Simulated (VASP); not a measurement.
Runs of VASP 6.6.1 on Ag. The structure is that of space group I4_1/amd (No. 141), or close to it. The cells are those of the table. 

```csv
task,cell,k mesh,cutoff (eV),gap on the mesh (eV),pressure (GPa)
single point,"a = 4.015 Å, angles 96.9, 96.9, 139.4°, 2 atoms",22 × 22 × 22,520,none,0.0
single point,"a = 4.022 Å, angles 96.8, 96.8, 139.7°, 2 atoms",8 × 8 × 8,520,none,-0.1
single point,"a = 3.846 Å, angles 97.4, 97.4, 137.8°, 2 atoms",8 × 8 × 8,520,none,(a)
relaxation of cell and atoms,"relaxed from a = 3.846 Å, angles 97.4, 97.4, 137.8°, 2 atoms",8 × 8 × 8,600,none,-0.1
```

Alike in all rows: level PBE; potentials or basis VASP PAW PBE potentials, release 64 (Ag); no spin polarisation; smearing gaussian 0.1 eV.

Estimate the missing entries.

(a) 10.1.

Caveats: the stress differs along the axes, from 4 to 13 GPa (at least some runs).

A k mesh can miss the band edges, and the runs leave out spin-orbit coupling on Ag.

A gap of «none» marks levels without a gap at the run's occupations.
